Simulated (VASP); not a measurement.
# SiGe3C4 (P3m1) in VASP: single point with PBE

Aim: the single point of SiGe3C4 with PBE.

Program: VASP 6.6.1. These are calculated values, not measurements. Logs are shortened: lines on timing, memory, paths and dates and some standing lists are left out, and cuts for length are marked.

### Step 1. The cell of the first run

The structure is trigonal, space group P3m1 (No. 156). Conventional cell: a = 3.209 Å, b = 3.209 Å, c = 10.563 Å, α = 90.00°, β = 90.00°, γ = 120.00°. Si (site symmetry 3m) has 4 C at 1.90 to 1.95 Å within 2.5 Å. Ge (site symmetry 3m) has 4 C at 1.97 to 2.00 Å within 2.6 Å. Within 2.6 Å of Ge (site symmetry 3m) lie 4 C at 1.97 to 2.02 Å. Within 2.6 Å of Ge (site symmetry 3m) lie 4 C at 1.98 to 2.00 Å. Within 2.6 Å of C (site symmetry 3m) lie 4 Ge at 1.97 to 2.00 Å. C (site symmetry 3m) has 1 Si at 1.90 Å and 3 Ge at 1.98 Å within 2.5 Å. C (site symmetry 3m) has 3 Si at 1.95 Å and 1 Ge at 2.02 Å within 2.6 Å. C (site symmetry 3m) has 4 Ge at 1.97 to 2.00 Å within 2.6 Å.

### Step 2. Single point, PBE

Input file INCAR:

```
PREC = Accurate
ENCUT = 520
EDIFF = 1E-6
ISMEAR = 0
SIGMA = 0.02
LREAL = False
LASPH = True
NELM = 100
ALGO = Normal
ISIF = 2
LWAVE = False
LCHARG = True
GGA = PE
LELF = True
LVHAR = True
NBANDS = 41
```

Input file KPOINTS:

```
regular mesh
0
Gamma
  12 12 4
```

Input file POSCAR:

```
SiGe3C4
1.0
    3.2089682278      0.0000000000      0.0000000000
   -1.6044841139      2.7790480052      0.0000000000
    0.0000000000      0.0000000000     10.5626922319
Si Ge C
1 3 4
Direct
    0.3333333333      0.6666666667      0.5034200453
    0.3333333333      0.6666666667      0.0021676122
    0.6666666667      0.3333333333      0.2560762274
    0.6666666667      0.3333333333      0.7486503940
    0.3333333333      0.6666666667      0.1915497825
    0.3333333333      0.6666666667      0.6832959060
    0.6666666667      0.3333333333      0.4469141962
    0.6666666667      0.3333333333      0.9379258364
```

Potentials or basis: VASP PAW PBE potentials, release 64 (Si, Ge_d, C).

The run is started by

```bash
> cat potpaw_PBE.64/Si/POTCAR potpaw_PBE.64/Ge_d/POTCAR potpaw_PBE.64/C/POTCAR > POTCAR
> mpirun -np 1 vasp_std > vasp.out
```

OUTCAR:

```text
PREC = Accurate
   ENCUT = 520
   EDIFF = 1E-6
   ISMEAR = 0
   LREAL = False
   LASPH = True
   NELM = 100
   ISIF = 2
   GGA = PE

 ion  position               nearest neighbor table
   1  0.333  0.667  0.503-   6 1.90   7 1.95   7 1.95   7 1.95
   2  0.333  0.667  0.002-   8 1.97   8 1.97   8 1.97   5 2.00
   3  0.667  0.333  0.256-   5 1.97   5 1.97   5 1.97   7 2.02
   4  0.667  0.333  0.749-   6 1.98   6 1.98   6 1.98   8 2.00
   5  0.333  0.667  0.192-   3 1.97   3 1.97   3 1.97   2 2.00
   6  0.333  0.667  0.683-   1 1.90   4 1.98   4 1.98   4 1.98
   7  0.667  0.333  0.447-   1 1.95   1 1.95   1 1.95   3 2.02
   8  0.667  0.333  0.938-   2 1.97   2 1.97   2 1.97   4 2.00

  LATTYP: Found a hexagonal cell.
 ALAT       =     3.2089682278
 C/A-ratio  =     3.2916163334

  Lattice vectors:

 A1 = (   3.2089682278,   0.0000000000,   0.0000000000)
 A2 = (  -1.6044841139,   2.7790480052,   0.0000000000)
 A3 = (   0.0000000000,   0.0000000000,  10.5626922319)

Analysis of symmetry for initial positions (statically):
=====================================================================
 Subroutine PRICEL returns:
 Original cell was already a primitive cell.

 Routine SETGRP: Setting up the symmetry group for a
 hexagonal supercell.

 Subroutine GETGRP returns: Found  6 space group operations
 (whereof  6 operations were pure point group operations)
 out of a pool of 24 trial point group operations.

The static configuration has the point symmetry C_3v.

Analysis of symmetry for dynamics (positions and initial velocities):
=====================================================================
 Subroutine PRICEL returns:
 Original cell was already a primitive cell.

 Routine SETGRP: Setting up the symmetry group for a
 hexagonal supercell.

 Subroutine GETGRP returns: Found  6 space group operations
 (whereof  6 operations were pure point group operations)
 out of a pool of 24 trial point group operations.

The dynamic configuration has the point symmetry C_3v.

 Subroutine INISYM returns: Found  6 space group operations
 (whereof  6 operations are pure point group operations),
 and found     1 'primitive' translations

----------------------------------------------------------------------------------------

                                     Primitive cell

  volume of cell :      94.1968

  direct lattice vectors                    reciprocal lattice vectors
     3.208968228  0.000000000  0.000000000     0.311626644  0.179917727  0.000000000
    -1.604484114  2.779048005  0.000000000     0.000000000  0.359835454  0.000000000
     0.000000000  0.000000000 10.562692232     0.000000000  0.000000000  0.094672833

  length of vectors
     3.208968228  3.208968228 10.562692232     0.359835454  0.359835454  0.094672833

  position of ions in fractional coordinates (direct lattice)
     0.333333333  0.666666667  0.503420045
     0.333333333  0.666666667  0.002167612
     0.666666667  0.333333333  0.256076227
     0.666666667  0.333333333  0.748650394
     0.333333333  0.666666667  0.191549782
     0.333333333  0.666666667  0.683295906
     0.666666667  0.333333333  0.446914196
     0.666666667  0.333333333  0.937925836

  ion indices of the primitive-cell ions
   primitive index   ion index
                 1           1
                 2           2
                 3           3
                 4           4
                 5           5
                 6           6
                 7           7
                 8           8

----------------------------------------------------------------------------------------

 KPOINTS: regular mesh

Automatic generation of k-mesh.
 Grid dimensions read from file:
 generate k-points for:   12   12    4

 Generating k-lattice:

  Cartesian coordinates                     Fractional coordinates (reciprocal lattice)
     0.025968887  0.014993144  0.000000000     0.083333333 -0.000000000  0.000000000
     0.000000000  0.029986288  0.000000000     0.000000000  0.083333333  0.000000000
     0.000000000  0.000000000  0.023668208     0.000000000  0.000000000  0.250000000

  Length of vectors
     0.029986288  0.029986288  0.023668208

  Shift w.r.t. Gamma in fractional coordinates (k-lattice)
     0.000000000  0.000000000  0.000000000

 Subroutine IBZKPT returns following result:
 ===========================================

 Found     69 irreducible k-points:

 Following reciprocal coordinates:
            Coordinates               Weight
  0.000000  0.000000  0.000000      1.000000
  0.083333 -0.000000  0.000000      6.000000
  0.166667  0.000000  0.000000      6.000000
  0.250000 -0.000000  0.000000      6.000000
  0.333333 -0.000000  0.000000      6.000000
  0.416667 -0.000000  0.000000      6.000000
[... 16 lines left out ...]
  0.166667  0.000000  0.250000      6.000000
  0.000000  0.166667  0.250000      6.000000
 [... further k-points ...]
   k-points           NKPTS =     69   k-points in BZ     NKDIM =     69   number of bands    NBANDS=     41
   number of dos      NEDOS =    301   number of ions     NIONS =      8
   total plane-waves  NPLWV =  46080
   dimension x,y,z NGX =    24 NGY =   24 NGZ =   80
   dimension x,y,z NGXF=    48 NGYF=   48 NGZF=  160
   ions per type =               1   3   4
   NGX,Y,Z   is equivalent  to a cutoff of  12.43, 12.43, 12.59 a.u.
   NGXF,Y,Z  is equivalent  to a cutoff of  24.87, 24.87, 25.18 a.u.
 SYSTEM =  unknown system
   PREC   = accura    normal or accurate (medium, high low for compatibility)
   ISTART =      0    job   : 0-new  1-cont  2-samecut
   ICHARG =      2    charge: 1-file 2-atom 10-const
   ISPIN  =      1    spin polarized calculation?
   LNONCOLLINEAR =      F non collinear calculations
   LSORBIT =      F    spin-orbit coupling
   LASPH  =      T    aspherical Exc in radial PAW
   ENCUT  =  520.0 eV  38.22 Ry    6.18 a.u.   5.97  5.97 19.64*2*pi/ulx,y,z
   NELM   =    100;   NELMIN=  2; NELMDL= -5     # of ELM steps
   EDIFF  = 0.1E-05   stopping-criterion for ELM
   LREAL  =      F    real-space projection
   EDIFFG = 0.1E-04   stopping-criterion for IOM
   NSW    =      0    number of steps for IOM
   IBRION =     -1    ionic relax: 0-MD 1-quasi-New 2-CG
   NFREE  =      0    steps in history (QN), initial steepest desc. (CG)
   ISIF   =      2    stress and relaxation
   ISYM   =      2    0-nonsym 1-usesym 2-fastsym
   POTIM  = 0.5000    time-step for ionic-motion
   TEBEG  =    0.0;   TEEND  =   0.0 temperature during run
   PSTRESS=    0.0 pullay stress
   NELECT =      62.0000    total number of electrons
   NUPDOWN=      -1.0000    fix difference up-down
   EMIN   =  10.00;   EMAX   =-10.00  energy-range for DOS
   EFERMI =   0.00;   METHOD = LEGACY
   ISMEAR =     0;   SIGMA  =   0.02  broadening in eV -4-tet -1-fermi 0-gaus
   EFERMI_NEDOS =   21; number of points for ismear=-14 and -15
   IALGO  =     38    algorithm
   IMIX   =      4    mixing-type and parameters
     AMIX     =   0.40;   BMIX     =  1.00
     AMIX_MAG =   1.60;   BMIX_MAG =  1.00
  volume/ion in A,a.u.               =      11.77        79.46
  Fermi-wavevector in a.u.,A,eV,Ry     =   1.424055  2.691073 27.591690  2.027932
  Thomas-Fermi vector in A             =   2.544587
   LORBIT       =      0    0 simple, 1 ext, 2 COOP (PROOUT), +10 PAW based schemes
   GGA     = PE    functional components
   LHFCALC =     F    Hartree Fock is set to
   AEXX    =    0.0000 exact exchange contribution
   IVDW    =     0    specifies the selected vdW correction
   LEPSILON=     F    determine dielectric tensor
   LRPA    =     F    only Hartree local field effects (RPA)
 non-spin polarized calculation
 Gauss-broadening in eV      SIGMA  =   0.02
  energy-cutoff  :      520.00
  volume of cell :       94.20
 maximum number of plane-waves:      2576
   NGX = 11   NGY = 11   NGZ = 39

 number of electron      62.0000028 magnetization

 Free energy of the ion-electron system (eV)
  ---------------------------------------------------
  ext. energy  EPLUGINS =         0.00000000
  ---------------------------------------------------
  free energy    TOTEN  =       -53.51804442 eV

  energy without entropy =      -53.51804442  energy(sigma->0) =      -53.51804442

 E-fermi :   7.3116     XC(G=0): -11.5041

 val. band max:        7.2191539580   @ k =   0.0000   0.0000   0.0000
 cond. band min:       9.4477679199   @ k =   0.4167  -0.0000   0.2500
 fundamental gap:      2.2286139619
 Fermi energy:         7.3115995493

 k-point     1 :       0.0000    0.0000    0.0000
  band No.  band energies     occupation
      1     -17.0211      2.00000
      2     -17.0019      2.00000
      3     -17.0019      2.00000
      4     -16.9977      2.00000
      5     -16.9901      2.00000
      6     -16.9789      2.00000
[... 33 lines left out ...]
     40      13.8202      0.00000
     41      14.2441      0.00000

 k-point     2 :       0.0833   -0.0000    0.0000
  band No.  band energies     occupation
      1     -17.0206      2.00000
      2     -17.0038      2.00000
      3     -16.9983      2.00000
      4     -16.9972      2.00000
      5     -16.9880      2.00000
      6     -16.9782      2.00000
[... 33 lines left out ...]
     40      13.9738      0.00000
     41      14.1079      0.00000

 k-point     3 :       0.1667    0.0000    0.0000
  band No.  band energies     occupation
      1     -17.0235      2.00000
      2     -17.0028      2.00000
      3     -16.9994      2.00000
      4     -16.9892      2.00000
      5     -16.9860      2.00000
      6     -16.9746      2.00000
[... 875 lines left out ...]
      2     -17.0029      2.00000
      3     -16.9993      2.00000
      4     -16.9892      2.00000
      5     -16.9860      2.00000
      6     -16.9746      2.00000
[... 33 lines left out ...]
     40      13.8368      0.00000
     41      14.5301      0.00000

 k-point    24 :       0.0000    0.1667    0.2500
  band No.  band energies     occupation
      1     -17.0235      2.00000
      2     -17.0029      2.00000
      3     -16.9993      2.00000
      4     -16.9892      2.00000
      5     -16.9860      2.00000
      6     -16.9746      2.00000
[... 33 lines left out ...]
     40      14.0218      0.00000
     41      14.5875      0.00000

 [... further k-points ...]

------------------------ aborting loop because EDIFF is reached ----------------------------------------

  FORCE on cell =-STRESS in cart. coord.  units (eV):
  Direction    XX          YY          ZZ          XY          YZ          ZX
  --------------------------------------------------------------------------------------
  -------------------------------------------------------------------------------------
  Total       -0.1372621     -0.1372621     -0.1150081      0.0000000     -0.0000000     -0.0000000
  in kB       -2.3346684     -2.3346684     -1.9561529      0.0000000     -0.0000000     -0.0000000
  external PRESSURE =      -2.2084966 kB  Pullay stress =       0.0000000 kB

 VOLUME and BASIS-vectors are now :
 -----------------------------------------------------------------------------
  energy-cutoff  :      520.00
  volume of cell :       94.20
      direct lattice vectors                 reciprocal lattice vectors
     3.208968228  0.000000000  0.000000000     0.311626644  0.179917727  0.000000000
    -1.604484114  2.779048005  0.000000000     0.000000000  0.359835454  0.000000000
     0.000000000  0.000000000 10.562692232     0.000000000  0.000000000  0.094672833

 POSITION                                       TOTAL-FORCE (eV/Angst)
 -----------------------------------------------------------------------------------
     -0.00000      1.85270      5.31747        -0.000000      0.000000      0.005113
     -0.00000      1.85270      0.02290         0.000000      0.000000     -0.007569
      1.60448      0.92635      2.70485        -0.000000      0.000000     -0.009542
      1.60448      0.92635      7.90776         0.000000      0.000000     -0.007330
     -0.00000      1.85270      2.02328        -0.000000     -0.000000      0.009192
     -0.00000      1.85270      7.21744        -0.000000      0.000000      0.013787
      1.60448      0.92635      4.72062         0.000000      0.000000     -0.010997
      1.60448      0.92635      9.90702        -0.000000      0.000000      0.007346
 -----------------------------------------------------------------------------------
    total drift:                               -0.000001     -0.000000      0.000102

  FREE ENERGIE OF THE ION-ELECTRON SYSTEM (eV)
  ---------------------------------------------------
  free  energy   TOTEN  =       -53.5180444193 eV

  energy  without entropy=      -53.5180444193  energy(sigma->0) =      -53.51804442
```

Run time: 2.9 min. Hardware: 1 thread of AMD EPYC 9R45 (Zen 5), shared host; peak memory 0.32 GiB.

What came out:

```
Free energy            : -53.5180 eV
Pressure               : -0.2 GPa
Largest force          : 0.014 eV/Å
Band gap on the k mesh : 2.23 eV (least direct gap 3.15 eV)
```

Forces on the atoms (eV/Å):
```
Si   0.000  0.000  0.005
Ge   0.000  0.000 -0.008
Ge   0.000  0.000 -0.010
Ge   0.000  0.000 -0.007
C    0.000  0.000  0.009
C    0.000  0.000  0.014
C    0.000  0.000 -0.011
C    0.000  0.000  0.007
```

A k mesh can miss the band edges.
